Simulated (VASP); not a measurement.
# KZnF3 (Amm2) in VASP: a series of runs

KZnF3 is run at these levels: LDA; tasks: single point.

Program: VASP 6.6.1. These are calculated values, not measurements. Logs are shortened: lines on timing, memory, paths and dates and some standing lists are left out, and cuts for length are marked.

## 1. The cell of the first run

The structure is orthorhombic, space group Amm2 (No. 38). The conventional cell has a = 4.050 Å, b = 5.728 Å, c = 5.728 Å, α = 90.00°, β = 90.00°, γ = 90.00°. Within 3.6 Å of K (site symmetry mm2) lie 12 F at 2.56 to 3.16 Å and 8 Zn at 3.51 Å. Zn (site symmetry mm2) has 6 F at 2.02 to 2.05 Å within 2.7 Å. F (site symmetry mm2) has 2 Zn at 2.05 Å and 3 K at 2.56 to 2.88 Å and 4 F at 2.73 Å within 2.9 Å. Within 2.9 Å of F (site symmetry m) lie 2 Zn at 2.02 Å and 6 F at 2.73 to 2.86 Å and 4 K at 2.86 Å.

## 2. Single point, LDA (atom 3 (F) moved by (-0.300, +0.000) A along [1 1 0] and z)

Input file INCAR:

```
  PREC = Accurate
  ENCUT = 520
  EDIFF = 1E-7
  ISMEAR = 0
  SIGMA = 0.05
  LREAL = False
  LASPH = True
  NELM = 80
  ALGO = Normal
  ISIF = 2
  LWAVE = False
  LCHARG = False
  GGA = CA
  NBANDS = 29
```

Input file KPOINTS:

```
Automatic mesh
0
Gamma
  6 6 6
```

Input file POSCAR:

```
KZnF3
1.0
    4.0500000000      0.0000000000      0.0000000000
    0.0000000000      4.0500000000      0.0000000000
    0.0000000000      0.0000000000      4.0500000000
K Zn F
1 1 3
Direct
    0.0000000000      0.0000000000      0.0000000000
    0.5000000000      0.5000000000      0.5000000000
    0.4476217199      0.4476217199      0.0000000000
    0.0000000000      0.5000000000      0.5000000000
    0.5000000000      0.0000000000      0.5000000000
```

Potentials or basis: VASP PAW LDA potentials, release 64 (K_sv, Zn, F).

Launch:

```bash
$ cat potpaw_LDA.64/K_sv/POTCAR potpaw_LDA.64/Zn/POTCAR potpaw_LDA.64/F/POTCAR > POTCAR
$ mpirun -np 1 vasp_std > vasp.out
```

OUTCAR:

```text
PREC = Accurate
   ENCUT = 520
   EDIFF = 1E-7
   ISMEAR = 0
   LREAL = False
   LASPH = True
   NELM = 80
   ISIF = 2
   GGA = CA

 ion  position               nearest neighbor table
   1  0.000  0.000  0.000-   3 2.56
   2  0.500  0.500  0.500-   4 2.02   5 2.02   5 2.02   4 2.02   3 2.05   3 2.05
   3  0.448  0.448  0.000-   2 2.05   2 2.05   1 2.56
   4  0.000  0.500  0.500-   2 2.02   2 2.02
   5  0.500  0.000  0.500-   2 2.02   2 2.02

  LATTYP: Found a simple cubic cell.
 ALAT       =     4.0500000000

  Lattice vectors:

 A1 = (   4.0500000000,   0.0000000000,   0.0000000000)
 A2 = (   0.0000000000,   4.0500000000,   0.0000000000)
 A3 = (   0.0000000000,   0.0000000000,   4.0500000000)

Analysis of symmetry for initial positions (statically):
=====================================================================
 Subroutine PRICEL returns:
 Original cell was already a primitive cell.

 Routine SETGRP: Setting up the symmetry group for a
 simple cubic supercell.

 Subroutine GETGRP returns: Found  4 space group operations
 (whereof  4 operations were pure point group operations)
 out of a pool of 48 trial point group operations.

The static configuration has the point symmetry C_2v.

Analysis of symmetry for dynamics (positions and initial velocities):
=====================================================================
 Subroutine PRICEL returns:
 Original cell was already a primitive cell.

 Routine SETGRP: Setting up the symmetry group for a
 simple cubic supercell.

 Subroutine GETGRP returns: Found  4 space group operations
 (whereof  4 operations were pure point group operations)
 out of a pool of 48 trial point group operations.

The dynamic configuration has the point symmetry C_2v.

 Subroutine INISYM returns: Found  4 space group operations
 (whereof  4 operations are pure point group operations),
 and found     1 'primitive' translations

----------------------------------------------------------------------------------------

                                     Primitive cell

  volume of cell :      66.4301

[... 88 lines left out ...]
   ISPIN  =      1    spin polarized calculation?
   LNONCOLLINEAR =      F non collinear calculations
   LSORBIT =      F    spin-orbit coupling
   LASPH  =      T    aspherical Exc in radial PAW
   ENCUT  =  520.0 eV  38.22 Ry    6.18 a.u.   7.53  7.53  7.53*2*pi/ulx,y,z
   NELM   =     80;   NELMIN=  2; NELMDL= -5     # of ELM steps
   EDIFF  = 0.1E-06   stopping-criterion for ELM
   LREAL  =      F    real-space projection
   EDIFFG = 0.1E-05   stopping-criterion for IOM
   NSW    =      0    number of steps for IOM
   IBRION =     -1    ionic relax: 0-MD 1-quasi-New 2-CG
   NFREE  =      0    steps in history (QN), initial steepest desc. (CG)
   ISIF   =      2    stress and relaxation
   ISYM   =      2    0-nonsym 1-usesym 2-fastsym
   POTIM  = 0.5000    time-step for ionic-motion
   TEBEG  =    0.0;   TEEND  =   0.0 temperature during run
   PSTRESS=    0.0 pullay stress
   NELECT =      42.0000    total number of electrons
   NUPDOWN=      -1.0000    fix difference up-down
   EMIN   =  10.00;   EMAX   =-10.00  energy-range for DOS
   EFERMI =   0.00;   METHOD = LEGACY
   ISMEAR =     0;   SIGMA  =   0.05  broadening in eV -4-tet -1-fermi 0-gaus
   EFERMI_NEDOS =   21; number of points for ismear=-14 and -15
   IALGO  =     38    algorithm
   IMIX   =      4    mixing-type and parameters
     AMIX     =   0.40;   BMIX     =  1.00
     AMIX_MAG =   1.60;   BMIX_MAG =  1.00
  volume/ion in A,a.u.               =      13.29        89.66
  Fermi-wavevector in a.u.,A,eV,Ry     =   1.405086  2.655228 26.861528  1.974267
  Thomas-Fermi vector in A             =   2.527583
   LORBIT       =      0    0 simple, 1 ext, 2 COOP (PROOUT), +10 PAW based schemes
   GGA     = CA    functional components
   LHFCALC =     F    Hartree Fock is set to
   AEXX    =    0.0000 exact exchange contribution
   IVDW    =     0    specifies the selected vdW correction
   LEPSILON=     F    determine dielectric tensor
   LRPA    =     F    only Hartree local field effects (RPA)
 non-spin polarized calculation
 Gauss-broadening in eV      SIGMA  =   0.05
  energy-cutoff  :      520.00
  volume of cell :       66.43
 maximum number of plane-waves:      1811
   NGX = 15   NGY = 15   NGZ = 15

 number of electron      41.9999982 magnetization

 Free energy of the ion-electron system (eV)
  ---------------------------------------------------
  ext. energy  EPLUGINS =         0.00000000
  ---------------------------------------------------
  free energy    TOTEN  =       -22.97773651 eV

  energy without entropy =      -22.97773651  energy(sigma->0) =      -22.97773651

 E-fermi :  -1.0022     XC(G=0): -10.5927

 val. band max:       -1.2346100127   @ k =   0.5000   0.5000   0.5000
 cond. band min:       2.3220529046   @ k =   0.0000   0.0000   0.0000
 fundamental gap:      3.5566629173
 Fermi energy:        -1.0021912609

 k-point     1 :       0.0000    0.0000    0.0000
  band No.  band energies     occupation
      1     -27.6811      2.00000
      2     -22.3575      2.00000
      3     -21.7078      2.00000
      4     -21.6325      2.00000
      5     -11.4245      2.00000
      6     -11.4200      2.00000
[... 757 lines left out ...]
     28      10.5459      0.00000
     29      11.6506      0.00000

 [... further k-points ...]

------------------------ aborting loop because EDIFF is reached ----------------------------------------

  FORCE on cell =-STRESS in cart. coord.  units (eV):
  Direction    XX          YY          ZZ          XY          YZ          ZX
  --------------------------------------------------------------------------------------
  -------------------------------------------------------------------------------------
  Total       -1.7077948     -1.7077948     -1.9523894      0.1018513      0.0000000      0.0000000
  in kB      -41.1889949    -41.1889949    -47.0881857      2.4564729      0.0000000      0.0000000
  external PRESSURE =     -43.1553918 kB  Pullay stress =       0.0000000 kB

 VOLUME and BASIS-vectors are now :
 -----------------------------------------------------------------------------
  energy-cutoff  :      520.00
  volume of cell :       66.43
      direct lattice vectors                 reciprocal lattice vectors
     4.050000000  0.000000000  0.000000000     0.246913580  0.000000000  0.000000000
     0.000000000  4.050000000  0.000000000     0.000000000  0.246913580  0.000000000
     0.000000000  0.000000000  4.050000000     0.000000000  0.000000000  0.246913580

 POSITION                                       TOTAL-FORCE (eV/Angst)
 -----------------------------------------------------------------------------------
      0.00000      0.00000      0.00000        -0.075160     -0.075160      0.000000
      2.02500      2.02500      2.02500        -0.066320     -0.066320      0.000000
      1.81287      1.81287      0.00000         0.450207      0.450207      0.000000
      0.00000      2.02500      2.02500        -0.382126      0.073399      0.000000
      2.02500      0.00000      2.02500         0.073399     -0.382126      0.000000
 -----------------------------------------------------------------------------------
    total drift:                               -0.000326     -0.000326     -0.000001

  FREE ENERGIE OF THE ION-ELECTRON SYSTEM (eV)
  ---------------------------------------------------
  free  energy   TOTEN  =       -22.9777365091 eV

  energy  without entropy=      -22.9777365091  energy(sigma->0) =      -22.97773651
```

OSZICAR:

```text
N       E                     dE             d eps       ncg     rms          rms(c)
DAV:   1     0.439841896888E+03    0.43984E+03   -0.22003E+04  3016   0.174E+03
DAV:   2     0.163423739761E+02   -0.42350E+03   -0.40153E+03  3289   0.453E+02
DAV:   3    -0.240565492176E+02   -0.40399E+02   -0.40045E+02  3626   0.145E+02
DAV:   4    -0.251024258182E+02   -0.10459E+01   -0.10428E+01  4599   0.220E+01
DAV:   5    -0.251183053407E+02   -0.15880E-01   -0.15872E-01  3737   0.224E+00    0.110E+01
DAV:   6    -0.230068847925E+02    0.21114E+01   -0.57762E+00  4327   0.362E+01    0.709E+00
DAV:   7    -0.230318378224E+02   -0.24953E-01   -0.13640E+00  3336   0.725E+00    0.458E+00
DAV:   8    -0.230208562938E+02    0.10982E-01   -0.55744E-01  4205   0.132E+01    0.171E+00
DAV:   9    -0.229804488072E+02    0.40407E-01   -0.99518E-02  4724   0.922E+00    0.554E-01
DAV:  10    -0.229775599591E+02    0.28888E-02   -0.50613E-02  4540   0.449E+00    0.157E-01
DAV:  11    -0.229778203066E+02   -0.26035E-03   -0.64968E-03  3426   0.573E-01    0.909E-02
DAV:  12    -0.229778670868E+02   -0.46780E-04   -0.99950E-05  3972   0.158E-01    0.946E-02
DAV:  13    -0.229777291944E+02    0.13789E-03   -0.59849E-04  4691   0.667E-01    0.476E-03
DAV:  14    -0.229777372523E+02   -0.80580E-05   -0.80780E-05  3356   0.580E-02    0.746E-03
DAV:  15    -0.229777365369E+02    0.71543E-06   -0.19605E-06  4632   0.256E-02    0.239E-03
DAV:  16    -0.229777365091E+02    0.27771E-07   -0.56872E-07  3292   0.636E-03
   1 F= -.22977737E+02 E0= -.22977737E+02  d E =-.301590E-12
```

stdout:

```text
POSCAR found type information on POSCAR K ZnF
 POSCAR found :  3 types and       5 ions
 scaLAPACK will be used
 LDA part: xc-table for (Slater(with rela. corr.)+CA(PZ))
 , standard interpolation
 POSCAR, INCAR and KPOINTS ok, starting setup
 FFT: planning ... GRIDC
 FFT: planning ... GRID_SOFT
 FFT: planning ... GRID
 WAVECAR not read
 entering main loop
```

Wall time 2.7 min (1 thread of Intel Xeon 8259CL, shared host); peak memory 0.21 GiB.

What came out:

| Item | Value |
| --- | --- |
| Free energy | -22.9777 eV |
| Pressure | -4.3 GPa |
| Largest force | 0.637 eV/Å |
| Band gap on the k mesh | 3.56 eV (least direct gap 5.18 eV) |

Forces on the atoms (eV/Å):
```
K   -0.075 -0.075  0.000
Zn  -0.066 -0.066  0.000
F    0.450  0.450  0.000
F   -0.382  0.073  0.000
F    0.073 -0.382  0.000
```

Caveat: the cell differs from its parent crystal (atom 3 (F) moved by (-0.300, +0.000) A along [1 1 0] and z); the cell stands under tension.

## 3. Single point, LDA (atom 3 (F) moved by (-0.150, +0.000) A along [1 1 0] and z)

Input file INCAR:

```
PREC = Accurate
ENCUT = 520
EDIFF = 1E-7
ISMEAR = 0
SIGMA = 0.05
LREAL = F
LASPH = T
NELM = 100
ALGO = Normal
ISIF = 2
LWAVE = F
LCHARG = F
NBANDS = 29
```

KPOINTS is that of step 2.

Changes to POSCAR since step 2:

```diff
@@ -10,3 +10,3 @@
     0.5000000000      0.5000000000      0.5000000000
-    0.4476217199      0.4476217199      0.0000000000
+    0.4738108600      0.4738108600      0.0000000000
     0.0000000000      0.5000000000      0.5000000000
```

Potentials or basis: VASP PAW LDA potentials, release 64 (K_sv, Zn, F).

Launch:

```bash
$ cat potpaw_LDA.64/K_sv/POTCAR potpaw_LDA.64/Zn/POTCAR potpaw_LDA.64/F/POTCAR > POTCAR
$ mpirun -np 1 vasp_std > vasp.out
```

Run time: 2.5 min. Hardware: 1 thread of Intel Xeon 8259CL, shared host; peak memory 0.21 GiB.

The run converged. Its results:

```
Free energy            : -23.0443 eV
Pressure               : -4.4 GPa
Largest force          : 0.274 eV/Å
Band gap on the k mesh : 3.58 eV (least direct gap 5.34 eV)
```

Forces in eV/Å, atoms in the order of the input:
```
K   -0.012 -0.012  0.000
Zn  -0.024 -0.024  0.000
F    0.194  0.194  0.000
F   -0.193  0.036  0.000
F    0.036 -0.193  0.000
```

Stress tensor (GPa, compression positive):
```
-4.32  0.05  0.00
 0.05 -4.32  0.00
 0.00  0.00 -4.47
```

Levels at points of the mesh, in eV from the valence-band top:
```tsv
k point	band 17	band 18	band 19	band 20	band 21	band 22	band 23	band 24	band 25	band 26
(0.00, 0.00, 0.00)	-2.00	-1.98	-1.79	-1.79	-1.76	3.58	8.48	8.51	9.08	10.93
(0.50, 0.00, 0.00)	-1.98	-1.95	-1.67	-1.67	-1.58	6.38	8.05	9.48	10.88	10.96
(0.00, 0.00, 0.50)	-1.98	-1.98	-1.70	-1.65	-1.62	6.34	8.02	9.50	10.97	10.99
(0.50, 0.50, 0.00)	-2.07	-1.76	-1.76	-1.43	0.00	7.84	9.84	9.88	9.94	11.33
(0.00, 0.50, 0.50)	-2.09	-1.77	-1.76	-1.42	-0.03	7.82	9.65	9.94	10.08	11.36
(0.50, 0.50, 0.50)	-1.43	-1.41	-1.39	-0.04	0.00	8.17	8.20	8.23	10.05	11.86
```

Caveat: the cell differs from its parent crystal (atom 3 (F) moved by (-0.150, +0.000) A along [1 1 0] and z); the cell stands under tension. A k mesh can miss the band edges.
